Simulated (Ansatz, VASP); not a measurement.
# InSb: VASP beside Ansatz

INCAR

```
PREC = Accurate
ENCUT = 520
EDIFF = 1E-7
ISMEAR = 0
SIGMA = 0.05
LREAL = F
LASPH = T
NELM = 80
ALGO = Normal
ISIF = 2
LWAVE = F
LCHARG = F
NBANDS = 16
```

KPOINTS

```
Automatic mesh
0
Gamma
  6 6 6
```

POSCAR

```
InSb
1.0
    0.0000000000      3.2689799207      3.2689799207
    3.2689799207      0.0000000000      3.2689799207
    3.2689799207      3.2689799207      0.0000000000
In Sb
1 1
Direct
    0.0000000000      0.0000000000      0.0000000000
    0.7500000000      0.7500000000      0.7500000000
```

Input for Ansatz:

```yaml
crystal:
  lattice:
    - [0.0, 3.2689799207, 3.2689799207]
    - [3.2689799207, 0.0, 3.2689799207]
    - [3.2689799207, 3.2689799207, 0.0]
  atoms:
    - { symbol: In, position: [0.0, 0.0, 0.0] }
    - { symbol: Sb, position: [0.75, 0.75, 0.75] }
basis:
  ecutwfc: 420
  ecutrho_ratio: 4
kpoints:
  mp_grid: { grid: [6, 6, 6] }
hamiltonian:
  xc: lda
scf:
  occupations: { method: gaussian, width: 0.05 }
output:
  forces: true
  stress: true
  eigenvalues: true
```

Alike in both runs: task single point; functional LDA; k mesh 6 × 6 × 6; occupations gaussian, width 0.05 eV; no spin polarisation.

```csv
,VASP,Ansatz
version,VASP 6.6.1,Ansatz 0.2.0
potentials or method,"VASP PAW LDA potentials, release 64 (In_d, Sb), cutoff 520 eV","scalar-relativistic, plane waves, PAW"
valence electrons in the cell,18,28
```

Ansatz gave:

```
gap on the k mesh at the Fermi level (eV) : none
pressure (GPa)                            : -1.7
```

Estimate VASP's values.

gap on the k mesh at the Fermi level (eV): none; pressure (GPa): -1.6.

LDA's correlation is that of Perdew and Zunger in VASP and of Perdew and Wang (1992) in Ansatz. A gap of «none» marks a metal or a gap that the smearing closes. VASP's potentials hold 18 valence electrons a cell and Ansatz's 28, so a difference there can come from the potentials and not from the codes.

Neither program's run includes spin-orbit coupling.
